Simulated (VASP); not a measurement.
A run of VASP 6.6.1 is set up as follows.

Contents of POSCAR:

```
GaP
1.0
    0.0000000000      2.7532259786      2.7532259786
    2.7532259786      0.0000000000      2.7532259786
    2.7532259786      2.7532259786      0.0000000000
Ga P
1 1
Direct
    0.0000000000      0.0000000000      0.0000000000
    0.7500000000      0.7500000000      0.7500000000
```

The input INCAR.step1:

```
ALGO = Normal ; EDIFF = 1E-5
ENCUT = 550 ; GGA = PE
GGA_COMPAT = False ; ISMEAR = 0
LASPH = True ; LCHARG = False
LREAL = False ; LWAVE = True
NBANDS = 16 ; NELM = 120
PREC = Accurate ; SIGMA = 0.05
```

The input INCAR.step2:

```
ALGO = Normal ; EDIFF = 1E-6
ENCUT = 550 ; GGA_COMPAT = False
ISIF = 2 ; ISMEAR = 0
ISTART = 1 ; LASPH = True
LCHARG = False ; LMIXTAU = True
LREAL = False ; LWAVE = False
METAGGA = R2SCAN ; NBANDS = 16
NELM = 120 ; PREC = Accurate
SIGMA = 0.05
```

The input KPOINTS:

```
k-points
0
Gamma
  8 8 8
```

Potentials or basis: VASP PAW PBE potentials, release 64 (Ga_d, P).

Command:

```sh
$ cat potpaw_PBE.64/Ga_d/POTCAR potpaw_PBE.64/P/POTCAR > POTCAR
$ cp INCAR.step1 INCAR
$ mpirun -np 1 vasp_std > vasp.out
$ cp INCAR.step2 INCAR
$ mpirun -np 1 vasp_std > vasp.out
```

Question: Estimate the band gap on the k mesh.

Answer: 1.94 eV, indirect (least direct gap 2.08 eV).

Question: Estimate the pressure.

Answer: -2.5 GPa.

Caveat: the PAW data sets were made with another functional, which shifts forces and pressure a little.

**Experimental background.**

“Stacking defects in GaP nanowires: Electronic structure and optical properties”, 2018, arxiv:1810.01194 quotes, for a bulk crystal of GaP at 10 K: band gap 2.34 eV (indirect).

Measured gap of GaP: 2.34 eV (indirect; 10 K; quoted in “Stacking defects in GaP nanowires: Electronic structure and optical properties”, 2018, arxiv:1810.01194). This calculation gives 1.94 eV (-0.40 eV). Spin-orbit coupling on Ga is left out. The value is that of r2SCAN on a finite k mesh, which can miss the band edges, without temperature or zero-point motion.
